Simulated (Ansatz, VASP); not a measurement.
**Two plane-wave programs on C**

```
C
1.0
     0.00000    1.58834    1.58834
     1.58834    0.00000    1.58834
     1.58834    1.58834    0.00000
C
1
Direct
  0.00000 0.00000 0.00000
```

Alike in both runs: task single point; functional r2SCAN; k mesh 20 × 20 × 20; occupations fermi-dirac, width 0.1 eV; no spin polarisation.

|  | VASP | Ansatz |
| --- | --- | --- |
| version | VASP 6.6.1 | Ansatz 0.2.0 |
| potentials or method | VASP PAW PBE potentials, release 64 (C), cutoff 520 eV | plane waves (500 eV) with PAW, scalar-relativistic |
| valence electrons in the cell | 4 | 4 |

VASP gave:

```
pressure (GPa) : -10.3
```

Estimate Ansatz's values.

pressure (GPa): -10.4.

VASP's potentials were made for PBE, not for r2SCAN.
